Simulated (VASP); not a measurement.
Ag:

```
CELL_PARAMETERS angstrom
2.88889 0.00000 0.00000
1.44444 2.50185 0.00000
1.44444 0.83395 2.35876
ATOMIC_POSITIONS crystal
Ag 0.00000 0.00000 0.00000
```

| Item | Value |
| --- | --- |
| Program | VASP 6.6.1 |
| Task | relaxation of cell and atoms |
| Functional | LDA |
| Potentials or basis | VASP PAW LDA potentials, release 64 (Ag) |
| Cutoff | 600 eV |
| k mesh | 13 × 13 × 13 |
| Occupations | methfessel-paxton, width 0.05 eV |
| Spin | no spin polarisation |

At the start: pressure -7.4 GPa; volume 17.05 Å³/atom.

**Question.** Where does the relaxation end?

**Answer.** Over 3 steps the energy falls by 26.0 meV/atom and the volume is 16.01 Å³/atom (-6.1 %); space group Fm-3m (No. 225, to 0.05 Å).

The path:
```csv
step,energy change (eV),largest force (eV/Å),pressure (GPa),volume (Å³)
1,0.0000,0.0000,-7.42,17.05
2,-0.0049,0.0000,8.69,15.17
3,-0.0260,0.0000,-0.08,16.01
```

Final structure:
```
Ag
1.0
     2.82897    0.00000    0.00000
     1.41449    2.44996    0.00000
     1.41449    0.81665    2.30984
Ag
1
Cartesian
  1.4145 0.8167 2.3098
```
